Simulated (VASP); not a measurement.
## Al: single point with PBEsol

Crystal: Al.

```xyz
4
Lattice="0.0000 -3.2129 3.2129 3.2129 -3.2129 0.0000 3.2129 0.0000 3.2129" Properties=species:S:1:pos:R:3 pbc="T T T"
Al   -0.0280    0.0210   -0.0921
Al    1.6722   -1.4447    1.4794
Al    3.2792   -3.5653    3.1598
Al    4.7152   -4.6497    5.0916
```

This cell differs from its parent crystal: atoms moved at random.

- Program: VASP 6.6.1
- Task: single point
- Functional: PBEsol
- Potentials or basis: VASP PAW PBE potentials, release 64 (Al)
- Cutoff: 520 eV
- k mesh: 10 × 10 × 10
- Occupations: gaussian, width 0.15 eV
- Spin: no spin polarisation

```
Pressure               : 6.4 GPa
Largest force          : 2.144 eV/Å
Band gap on the k mesh : zero (bands 6 and 7 overlap by 2.50 eV)
```

Forces in eV/Å, atoms in the order of the input:
```
Al  -0.552  0.828  0.880
Al  -0.475 -1.205  0.363
Al   1.100  1.836  0.118
Al  -0.073 -1.459 -1.360
```

Stress tensor (GPa, compression positive):
```
 8.91 -0.64 -1.24
-0.64  3.30  2.59
-1.24  2.59  7.00
```

Levels at points of the mesh, in eV from the Fermi level:
| k point | band 4 | band 5 | band 6 | band 7 | band 8 | band 9 |
| --- | --- | --- | --- | --- | --- | --- |
| (0.00, 0.00, 0.00) | -1.28 | -0.90 | -0.38 | -0.17 | 0.40 | 0.50 |
| (0.50, 0.00, 0.00) | -2.09 | -1.60 | -1.21 | -1.00 | -0.60 | 4.71 |
| (0.00, 0.50, 0.00) | -2.16 | -1.50 | -1.19 | -1.13 | -0.45 | 4.72 |
| (0.00, 0.00, 0.50) | -2.02 | -1.57 | -1.04 | -0.81 | -0.76 | 4.72 |
| (0.50, 0.50, 0.50) | -1.94 | -1.74 | -1.14 | -0.92 | -0.61 | 4.64 |
| (0.50, 0.50, 0.00) | -4.35 | -3.72 | -3.55 | 4.27 | 4.40 | 5.42 |
| (0.00, 0.50, 0.50) | -4.28 | -3.65 | -3.16 | 4.97 | 5.05 | 5.16 |
| (0.50, 0.00, 0.50) | -4.47 | -3.48 | -3.29 | 4.63 | 4.89 | 5.23 |

Run time: 3.1 min on 1 thread of Intel(R) Xeon(R) 6975P-C (Granite Rapids), on a shared host, peak memory 0.45 GiB.

Caveat: the cell differs from its parent crystal (atoms moved at random); the cell stands under pressure; the PAW data sets were made with another functional, which shifts forces and pressure a little.
